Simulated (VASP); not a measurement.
# Li (Pmmm) in VASP: notebook

Li is run at these levels: PBE; tasks: single point, relaxation of cell and atoms.

All numbers are computed with VASP 6.6.1; they aren't measurements. Logs are shortened: lines on timing, memory, paths and dates and some standing lists are left out, and cuts for length are marked.

## 1. The cell of the first run

The typed cell holds 1 atom: a = 2.516 Å, b = 2.518 Å, c = 3.247 Å, α = 90.00°, β = 90.00°, γ = 90.00°.

The cell was generated, and may not be a known phase.

## 2. Single point, PBE

INCAR reads:

```
SYSTEM = Li
PREC = Accurate
ENCUT = 520
EDIFF = 1E-6
ISMEAR = 0
SIGMA = 0.1
LREAL = .FALSE.
LASPH = .TRUE.
NELM = 100
ALGO = Fast
ISIF = 2
LWAVE = .FALSE.
LCHARG = .FALSE.
GGA = PE
NBANDS = 8
```

KPOINTS reads:

```
Automatic mesh
0
G
  6 6 6
  0 0 0
```

POSCAR reads:

```
Li
1.0
    2.5163599400      0.0000000000      0.0000000000
    0.0000000000      2.5181789300      0.0000000000
    0.0000000000      0.0000000000      3.2470449100
Li
1
Direct
    0.5000000000      0.5000000000      0.0000000000
```

Potentials or basis: VASP PAW PBE potentials, release 64 (Li_sv).

Launch:

```
> cat potpaw_PBE.64/Li_sv/POTCAR > POTCAR
> mpirun -np 1 vasp_std > vasp.out
```

OUTCAR:

```text
SYSTEM = Li
   PREC = Accurate
   ENCUT = 520
   EDIFF = 1E-6
   ISMEAR = 0
   LREAL = .FALSE.
   LASPH = .TRUE.
   NELM = 100
   ISIF = 2
   GGA = PE

 ion  position               nearest neighbor table
   1  0.500  0.500  0.000-

  LATTYP: Found a simple orthorhombic cell.
 ALAT       =     2.5163599400
 B/A-ratio  =     1.0007228656
 C/A-ratio  =     1.2903737889

  Lattice vectors:

 A1 = (   2.5163599400,   0.0000000000,   0.0000000000)
 A2 = (   0.0000000000,   2.5181789300,   0.0000000000)
 A3 = (   0.0000000000,   0.0000000000,   3.2470449100)

Analysis of symmetry for initial positions (statically):
=====================================================================
 Subroutine PRICEL returns:
 Original cell was already a primitive cell.

 Routine SETGRP: Setting up the symmetry group for a
 simple orthorhombic supercell.

 Subroutine GETGRP returns: Found  8 space group operations
 (whereof  8 operations were pure point group operations)
 out of a pool of  8 trial point group operations.

The static configuration has the point symmetry D_2h.

Analysis of symmetry for dynamics (positions and initial velocities):
=====================================================================
 Subroutine PRICEL returns:
 Original cell was already a primitive cell.

 Routine SETGRP: Setting up the symmetry group for a
 simple orthorhombic supercell.

 Subroutine GETGRP returns: Found  8 space group operations
 (whereof  8 operations were pure point group operations)
 out of a pool of  8 trial point group operations.

The dynamic configuration has the point symmetry D_2h.

 Subroutine INISYM returns: Found  8 space group operations
 (whereof  8 operations are pure point group operations),
 and found     1 'primitive' translations

----------------------------------------------------------------------------------------

                                     Primitive cell

  volume of cell :      20.5754

  direct lattice vectors                    reciprocal lattice vectors
     2.516359940  0.000000000  0.000000000     0.397399428  0.000000000  0.000000000
     0.000000000  2.518178930  0.000000000     0.000000000  0.397112369  0.000000000
     0.000000000  0.000000000  3.247044910     0.000000000  0.000000000  0.307972334

  length of vectors
     2.516359940  2.518178930  3.247044910     0.397399428  0.397112369  0.307972334

  position of ions in fractional coordinates (direct lattice)
     0.500000000  0.500000000  0.000000000

  ion indices of the primitive-cell ions
   primitive index   ion index
                 1           1

----------------------------------------------------------------------------------------

 KPOINTS: Automatic mesh

Automatic generation of k-mesh.
 Grid dimensions read from file:
 generate k-points for:    6    6    6

 Generating k-lattice:

  Cartesian coordinates                     Fractional coordinates (reciprocal lattice)
     0.066233238  0.000000000  0.000000000     0.166666667  0.000000000  0.000000000
     0.000000000  0.066185395  0.000000000     0.000000000  0.166666667  0.000000000
     0.000000000  0.000000000  0.051328722     0.000000000  0.000000000  0.166666667

  Length of vectors
     0.066233238  0.066185395  0.051328722

  Shift w.r.t. Gamma in fractional coordinates (k-lattice)
     0.000000000  0.000000000  0.000000000

 Subroutine IBZKPT returns following result:
 ===========================================

 Found     64 irreducible k-points:

 Following reciprocal coordinates:
            Coordinates               Weight
  0.000000  0.000000  0.000000      1.000000
  0.166667  0.000000  0.000000      2.000000
  0.333333  0.000000  0.000000      2.000000
  0.500000  0.000000  0.000000      1.000000
  0.000000  0.166667  0.000000      2.000000
  0.166667  0.166667  0.000000      4.000000
[... 16 lines left out ...]
  0.333333  0.166667  0.166667      8.000000
  0.500000  0.166667  0.166667      4.000000
 [... further k-points ...]
   k-points           NKPTS =     64   k-points in BZ     NKDIM =     64   number of bands    NBANDS=      8
   number of dos      NEDOS =    301   number of ions     NIONS =      1
   total plane-waves  NPLWV =   9600
   dimension x,y,z NGX =    20 NGY =   20 NGZ =   24
   dimension x,y,z NGXF=    40 NGYF=   40 NGZF=   48
   ions per type =               1
   NGX,Y,Z   is equivalent  to a cutoff of  13.21, 13.20, 12.29 a.u.
   NGXF,Y,Z  is equivalent  to a cutoff of  26.43, 26.41, 24.58 a.u.
 SYSTEM =  Li
   PREC   = accura    normal or accurate (medium, high low for compatibility)
   ISTART =      0    job   : 0-new  1-cont  2-samecut
   ICHARG =      2    charge: 1-file 2-atom 10-const
   ISPIN  =      1    spin polarized calculation?
   LNONCOLLINEAR =      F non collinear calculations
   LSORBIT =      F    spin-orbit coupling
   LASPH  =      T    aspherical Exc in radial PAW
   ENCUT  =  520.0 eV  38.22 Ry    6.18 a.u.   4.68  4.68  6.04*2*pi/ulx,y,z
   NELM   =    100;   NELMIN=  2; NELMDL= -5     # of ELM steps
   EDIFF  = 0.1E-05   stopping-criterion for ELM
   LREAL  =      F    real-space projection
   EDIFFG = 0.1E-04   stopping-criterion for IOM
   NSW    =      0    number of steps for IOM
   IBRION =     -1    ionic relax: 0-MD 1-quasi-New 2-CG
   NFREE  =      0    steps in history (QN), initial steepest desc. (CG)
   ISIF   =      2    stress and relaxation
   ISYM   =      2    0-nonsym 1-usesym 2-fastsym
   POTIM  = 0.5000    time-step for ionic-motion
   TEBEG  =    0.0;   TEEND  =   0.0 temperature during run
   PSTRESS=    0.0 pullay stress
   NELECT =       3.0000    total number of electrons
   NUPDOWN=      -1.0000    fix difference up-down
   EMIN   =  10.00;   EMAX   =-10.00  energy-range for DOS
   EFERMI =   0.00;   METHOD = LEGACY
   ISMEAR =     0;   SIGMA  =   0.10  broadening in eV -4-tet -1-fermi 0-gaus
   EFERMI_NEDOS =   21; number of points for ismear=-14 and -15
   IALGO  =     68    algorithm
   IMIX   =      4    mixing-type and parameters
     AMIX     =   0.40;   BMIX     =  1.00
     AMIX_MAG =   1.60;   BMIX_MAG =  1.00
  volume/ion in A,a.u.               =      20.58       138.85
  Fermi-wavevector in a.u.,A,eV,Ry     =   0.861654  1.628289 10.101603  0.742447
  Thomas-Fermi vector in A             =   1.979339
   LORBIT       =      0    0 simple, 1 ext, 2 COOP (PROOUT), +10 PAW based schemes
   GGA     = PE    functional components
   LHFCALC =     F    Hartree Fock is set to
   AEXX    =    0.0000 exact exchange contribution
   IVDW    =     0    specifies the selected vdW correction
   LEPSILON=     F    determine dielectric tensor
   LRPA    =     F    only Hartree local field effects (RPA)
 non-spin polarized calculation
 RMM-DIIS sequential band-by-band and
 Gauss-broadening in eV      SIGMA  =   0.10
  energy-cutoff  :      520.00
  volume of cell :       20.58
 maximum number of plane-waves:       570
 NGX is ok and might be reduce to    20
   NGX =  9   NGY =  9   NGZ = 13

 number of electron       3.0000012 magnetization

 Free energy of the ion-electron system (eV)
  ---------------------------------------------------
  ext. energy  EPLUGINS =         0.00000000
  ---------------------------------------------------
  free energy    TOTEN  =        -1.60402222 eV

  energy without entropy =       -1.60036281  energy(sigma->0) =       -1.60219251

 E-fermi :   0.7022     XC(G=0):  -6.9928

 val. band max:        0.5488578956   @ k =   0.5000   0.0000   0.1667
 cond. band min:       0.7507734481   @ k =   0.0000   0.0000   0.5000
 fundamental gap:      0.2019155525
 Fermi energy:         0.7021535690

 k-point     1 :       0.0000    0.0000    0.0000
  band No.  band energies     occupation
      1     -46.4538      2.00000
      2      -2.9038      2.00000
      3       7.4177      0.00000
      4      10.9214      0.00000
      5      15.3292      0.00000
      6      15.3587      0.00000
      7      18.0033      0.00000
      8      22.9881      0.00000

 k-point     2 :       0.1667    0.0000    0.0000
  band No.  band energies     occupation
      1     -46.4421      2.00000
      2      -2.4264      2.00000
      3       8.0392      0.00000
      4       9.7290      0.00000
      5      12.7867      0.00000
      6      15.9045      0.00000
      7      20.9517      0.00000
      8      23.5944      0.00000

 k-point     3 :       0.3333    0.0000    0.0000
  band No.  band energies     occupation
      1     -46.4184      2.00000
      2      -1.0786      2.00000
      3       5.8842      0.00000
      4       9.8307      0.00000
      5      13.5997      0.00000
      6      17.4901      0.00000
      7      18.4911      0.00000
      8      19.0380      0.00000

 k-point     4 :       0.5000    0.0000    0.0000
  band No.  band energies     occupation
      1     -46.4066      2.00000
      2       0.2104      2.00000
      3       3.6366      0.00000
      4      11.6898      0.00000
      5      14.7614      0.00000
      6      15.3493      0.00000
      7      17.3880      0.00000
      8      18.8605      0.00000

 k-point     5 :       0.0000    0.1667    0.0000
  band No.  band energies     occupation
      1     -46.4422      2.00000
      2      -2.4272      2.00000
      3       8.0381      0.00000
      4       9.7166      0.00000
      5      12.7818      0.00000
      6      15.9327      0.00000
      7      20.9699      0.00000
      8      23.5640      0.00000

 k-point     6 :       0.1667    0.1667    0.0000
  band No.  band energies     occupation
      1     -46.4306      2.00000
      2      -1.9357      2.00000
      3       8.6580      0.00000
      4      10.0852      0.00000
      5      10.4755      0.00000
      6      15.4223      0.00000
      7      23.2015      0.00000
      8      23.9090      0.00000

 k-point     7 :       0.3333    0.1667    0.0000
  band No.  band energies     occupation
      1     -46.4074      2.00000
      2      -0.5387      2.00000
      3       6.2268      0.00000
      4      10.4420      0.00000
      5      12.2100      0.00000
      6      15.2985      0.00000
      7      19.1002      0.00000
      8      20.5237      0.00000

 k-point     8 :       0.5000    0.1667    0.0000
  band No.  band energies     occupation
      1     -46.3957      2.00000
      2       0.8493      0.03739
      3       3.9183      0.00000
      4      12.2786      0.00000
      5      14.3107      0.00000
      6      15.1017      0.00000
      7      16.0026      0.00000
      8      17.3043      0.00000

 k-point     9 :       0.0000    0.3333    0.0000
  band No.  band energies     occupation
      1     -46.4187      2.00000
      2      -1.0815      2.00000
      3       5.8723      0.00000
      4       9.8264      0.00000
      5      13.5970      0.00000
      6      17.5142      0.00000
      7      18.4781      0.00000
      8      19.0376      0.00000

 k-point    10 :       0.1667    0.3333    0.0000
  band No.  band energies     occupation
      1     -46.4075      2.00000
      2      -0.5408      2.00000
      3       6.2165      0.00000
      4      10.4387      0.00000
      5      12.2168      0.00000
      6      15.3034      0.00000
      7      19.0885      0.00000
      8      20.5264      0.00000
[... 78 lines left out ...]
 k-point    18 :       0.1667    0.0000    0.1667
  band No.  band energies     occupation
      1     -46.4413      2.00000
      2      -2.1219      2.00000
      3       5.5252      0.00000
      4      11.1603      0.00000
      5      14.8350      0.00000
      6      16.1564      0.00000
      7      19.7469      0.00000
      8      22.2853      0.00000

 k-point    19 :       0.3333    0.0000    0.1667
  band No.  band energies     occupation
      1     -46.4177      2.00000
      2      -0.7548      2.00000
      3       5.5048      0.00000
      4       8.5374      0.00000
      5      14.1315      0.00000
      6      17.4208      0.00000
      7      17.7241      0.00000
      8      22.3771      0.00000

 k-point    20 :       0.5000    0.0000    0.1667
  band No.  band energies     occupation
      1     -46.4058      2.00000
      2       0.5489      1.96984
      3       3.7674      0.00000
      4      10.4729      0.00000
      5      10.8378      0.00000
      6      19.0607      0.00000
      7      19.4528      0.00000
      8      20.0306      0.00000

 k-point    21 :       0.0000    0.1667    0.1667
  band No.  band energies     occupation
      1     -46.4414      2.00000
      2      -2.1226      2.00000
      3       5.5237      0.00000
      4      11.1437      0.00000
      5      14.8341      0.00000
      6      16.1845      0.00000
      7      19.7415      0.00000
      8      22.2851      0.00000

 k-point    22 :       0.1667    0.1667    0.1667
  band No.  band energies     occupation
      1     -46.4298      2.00000
      2      -1.6241      2.00000
      3       6.0236      0.00000
      4      10.3867      0.00000
      5      13.0528      0.00000
      6      16.1399      0.00000
      7      21.1780      0.00000
      8      21.4149      0.00000

 k-point    23 :       0.3333    0.1667    0.1667
  band No.  band energies     occupation
      1     -46.4067      2.00000
      2      -0.2128      2.00000
      3       6.0477      0.00000
      4       8.5290      0.00000
      5      13.8018      0.00000
      6      14.8873      0.00000
      7      18.6107      0.00000
      8      21.4474      0.00000

 k-point    24 :       0.5000    0.1667    0.1667
  band No.  band energies     occupation
      1     -46.3951      2.00000
      2       1.1868      0.00000
      3       4.1002      0.00000
      4      10.5045      0.00000
      5      11.4629      0.00000
      6      16.2050      0.00000
      7      17.1763      0.00000
      8      20.9481      0.00000

 [... further k-points ...]
[... 5 lines left out ...]
  --------------------------------------------------------------------------------------
  -------------------------------------------------------------------------------------
  Total        0.7821304      0.7762387     -1.1644458      0.0000000      0.0000000      0.0000000
  in kB       60.9034774     60.4447022    -90.6738823      0.0000000      0.0000000      0.0000000
  external PRESSURE =      10.2247657 kB  Pullay stress =       0.0000000 kB

 VOLUME and BASIS-vectors are now :
 -----------------------------------------------------------------------------
  energy-cutoff  :      520.00
  volume of cell :       20.58
      direct lattice vectors                 reciprocal lattice vectors
     2.516359940  0.000000000  0.000000000     0.397399428  0.000000000  0.000000000
     0.000000000  2.518178930  0.000000000     0.000000000  0.397112369  0.000000000
     0.000000000  0.000000000  3.247044910     0.000000000  0.000000000  0.307972334

 POSITION                                       TOTAL-FORCE (eV/Angst)
 -----------------------------------------------------------------------------------
      1.25818      1.25909      0.00000         0.000000      0.000000      0.000000
 -----------------------------------------------------------------------------------
    total drift:                                0.000000      0.000000     -0.000000

  FREE ENERGIE OF THE ION-ELECTRON SYSTEM (eV)
  ---------------------------------------------------
  free  energy   TOTEN  =        -1.6040222155 eV

  energy  without entropy=       -1.6003628067  energy(sigma->0) =       -1.60219251
```

Wall time 12 s (1 thread of AMD EPYC 7R13, shared host); peak memory 0.09 GiB.

What came out:

```
Free energy            : -1.6040 eV
Band gap on the k mesh : zero (an odd number of electrons rules out a gap without spin polarisation)
```

Levels at points of the mesh, in eV from the Fermi level:
```tsv
k point	band 1	band 2	band 3	band 4
(0.00, 0.00, 0.00)	-47.16	-3.61	6.72	10.22
(0.50, 0.00, 0.00)	-47.11	-0.49	2.93	10.99
(0.00, 0.50, 0.00)	-47.11	-0.50	2.93	10.98
(0.50, 0.50, 0.00)	-47.07	4.23	4.23	6.78
(0.00, 0.00, 0.50)	-47.15	-1.49	0.05	15.91
(0.50, 0.00, 0.50)	-47.11	1.52	3.59	5.35
(0.00, 0.50, 0.50)	-47.11	1.52	3.59	5.34
(0.50, 0.50, 0.50)	-47.06	5.93	5.93	8.32
```

Caveat: the k points lie up to 0.42 Å⁻¹ apart, too coarse for converged energies and pressures of a metal; the cutoff is under 1.25 times the usual one of these potentials, so pressure, stress and relaxed cells hold a basis-set (Pulay) error.

## 3. Relaxation of cell and atoms, PBE

INCAR reads:

```
SYSTEM = Li
PREC = Accurate ; ENCUT = 600
EDIFF = 1E-6 ; ISMEAR = 0
SIGMA = 0.1 ; LREAL = .FALSE.
LASPH = .TRUE. ; NELM = 60
ALGO = Normal ; ISIF = 3
LWAVE = .FALSE. ; LCHARG = .FALSE.
GGA = PE ; IBRION = 2
NSW = 90 ; EDIFFG = -0.04
```

KPOINTS reads:

```
regular mesh
0
G
  6 6 6
  0 0 0
```

POSCAR is that of step 2.

Potentials or basis: VASP PAW PBE potentials, release 64 (Li_sv).

Launch:

```
> cat potpaw_PBE.64/Li_sv/POTCAR > POTCAR
> mpirun -np 1 vasp_std > vasp.out
```

Wall time 38 s (1 thread of AMD EPYC 7R13, shared host); peak memory 0.09 GiB.

Results (log left out):

```
Free energy                           : -1.7803 eV
Relaxed volume                        : 20.29 Å³/atom
Relaxed cell                          : a = 2.730 Å, b = 2.730 Å, c = 2.722 Å, α = 90.00°, β = 90.00°, γ = 90.00°
Space group after relaxing (to 0.1 Å) : Pm-3m (No. 221)
Energy gained by relaxing             : 176.5 meV/atom
Ionic steps                           : 7
Pressure after relaxing               : -0.1 GPa
Band gap on the k mesh                : zero (an odd number of electrons rules out a gap without spin polarisation)
```

Stress tensor (GPa, compression positive):
```
-0.23  0.00  0.00
 0.00 -0.22  0.00
 0.00  0.00  0.08
```

Step by step:
| step | energy change (eV) | largest force (eV/Å) | pressure (GPa) | volume (Å³) |
| --- | --- | --- | --- | --- |
| 1 | 0.0000 | 0.0000 | 0.99 | 20.58 |
| 2 | -0.1019 | 0.0000 | -0.07 | 20.89 |
| 3 | -0.1719 | 0.0000 | -0.58 | 21.12 |
| 4 | -0.1744 | 0.0000 | -0.64 | 21.14 |
| 5 | -0.1745 | 0.0000 | -0.63 | 21.14 |
| 6 | -0.1757 | 0.0000 | -0.44 | 20.81 |
| 7 | -0.1765 | 0.0000 | -0.12 | 20.29 |

Final structure:
```
CELL_PARAMETERS angstrom
2.73044 0.00000 0.00000
0.00000 2.73037 0.00000
0.00000 0.00000 2.72185
ATOMIC_POSITIONS crystal
Li 0.50000 0.50000 0.00000
```

Levels at points of the mesh, in eV from the Fermi level:
```
           k point  band 1  band 2  band 3  band 4  band 5
(0.00, 0.00, 0.00)  -46.90   -3.61   11.84   11.85   11.95
(0.50, 0.00, 0.00)  -46.88   -0.83    1.91   14.77   14.87
(0.00, 0.50, 0.00)  -46.88   -0.83    1.91   14.77   14.87
(0.50, 0.50, 0.00)  -46.86    3.05    3.05    5.58    8.24
(0.00, 0.00, 0.50)  -46.88   -0.81    1.94   14.80   14.81
(0.50, 0.00, 0.50)  -46.86    3.06    3.08    5.60    8.27
(0.00, 0.50, 0.50)  -46.86    3.06    3.08    5.60    8.27
(0.50, 0.50, 0.50)  -46.84    6.57    6.60    6.60   10.05
```

Caveat: the k points lie up to 0.38 Å⁻¹ apart in the final cell, too coarse for converged energies and pressures of a metal; the cutoff is under 1.25 times the usual one of these potentials, so pressure, stress and relaxed cells hold a basis-set (Pulay) error; a cell axis changed by over 15 % at a fixed basis, so the end point is rough.

The gap in the log of VASP goes by the Fermi energy; the results here count the filled bands.